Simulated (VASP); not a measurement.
Set up this calculation in VASP 6.6.1, as the native input.

```yaml
Task: single point
Functional: PBE
Potentials_or_basis: VASP PAW PBE potentials, release 64 (Mg, O)
Cutoff: 520 eV
k_mesh: 6 × 6 × 6
Occupations: gaussian, width 0.1 eV
Spin: collinear spin, ferromagnetic start
Starting_moments: "[0.0, 1.0, 1.0, 1.0, 1.0, 1.0] μB"
Dipole_correction: no
Further_INCAR_settings: ALGO = Normal; EDIFF = 1e-06; NBANDS = 29
```

The structure of MgO5 lies in POSCAR:

```
MgO5
1.0
    2.4854300204      1.4349636925      3.0857278372
   -2.4854300204      1.4349636925      3.0857278372
    0.0000000000     -2.8699273816      3.0857278388
Mg O
1 5
Direct
    0.5000000000      0.5000000000      0.5000000000
    0.4404381440      0.0000000000      0.5595618560
    0.1140966775      0.1140966775      0.1140966775
    0.5595618560      0.4404381440      0.0000000000
    0.0000000000      0.5595618560      0.4404381440
    0.8859033225      0.8859033225      0.8859033225
```

The input as run:

INCAR

```
  PREC = Accurate
  ENCUT = 520
  EDIFF = 1E-6
  ISMEAR = 0
  SIGMA = 0.1
  LREAL = F
  LASPH = T
  NELM = 150
  ALGO = Normal
  ISIF = 2
  LWAVE = F
  LCHARG = T
  ISPIN = 2
  MAGMOM = 0 1 1 1 1 1
  LORBIT = 11
  GGA = PE
  LELF = T
  LVHAR = T
  NBANDS = 29
```

KPOINTS

```
Automatic mesh
0
Gamma
  6 6 6
```

Potentials or basis: VASP PAW PBE potentials, release 64 (Mg, O).

Launch:

```bash
$ cat potpaw_PBE.64/Mg/POTCAR potpaw_PBE.64/O/POTCAR > POTCAR
$ mpirun -np 1 vasp_std > vasp.out
```

Results of the run:

```
Pressure                                              : -0.3 GPa
Largest force                                         : 0.012 eV/Å
Net moment                                            : 7.95 μB per cell
Site moments                                          : Mg -0.02; O +1.20, +1.58 μB
Valence electrons inside the program's atomic spheres : Mg 0.32; O 4.74, 4.59
```

Run time: 86 s on 1 thread of Intel(R) Xeon(R) Platinum 8488C (Sapphire Rapids) (shared host), peak memory 0.25 GiB.
